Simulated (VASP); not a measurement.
Input of a VASP 6.6.1 run:

File INCAR:

```
SYSTEM = KCl
PREC     = Accurate       ! precision mode
ENCUT    = 520            ! plane-wave cutoff, eV
EDIFF    = 1E-6           ! SCF threshold, eV
ISMEAR   = -1             ! smearing method
SIGMA    = 0.02           ! smearing width, eV
LREAL    = .False.        ! projectors in reciprocal space
LASPH    = .True.         ! aspherical terms in the spheres
NELM     = 80             ! most SCF steps
ALGO     = Normal         ! electronic algorithm
ISIF     = 2              ! what is computed and relaxed
LWAVE    = .False.        ! write WAVECAR
LCHARG   = .False.        ! write CHGCAR
GGA      = PE             ! functional
NBANDS   = 15             ! bands
```

Contents of KPOINTS:

```
regular mesh
0
Gamma
  8 8 8
  0 0 0
```

File POSCAR:

```
KCl
1.0
    0.0000000000      3.2385635596      3.2385635596
    3.2385635596      0.0000000000      3.2385635596
    3.2385635596      3.2385635596      0.0000000000
K Cl
1 1
Direct
    0.0000000000      0.0000000000      0.0000000000
    0.5000000000      0.5000000000      0.5000000000
```

Potentials or basis: VASP PAW PBE potentials, release 64 (K_sv, Cl).

Launch:

```console
$ cat potpaw_PBE.64/K_sv/POTCAR potpaw_PBE.64/Cl/POTCAR > POTCAR
$ mpirun -np 1 vasp_std > vasp.out
```

**Question.** Estimate the band gap on the k mesh.

**Answer.** 4.90 eV.

**Question.** What does it give for the pressure?

**Answer.** -0.6 GPa.

Caveat: the cell differs from its parent crystal (strain +3.0%). A k mesh can miss the band edges.
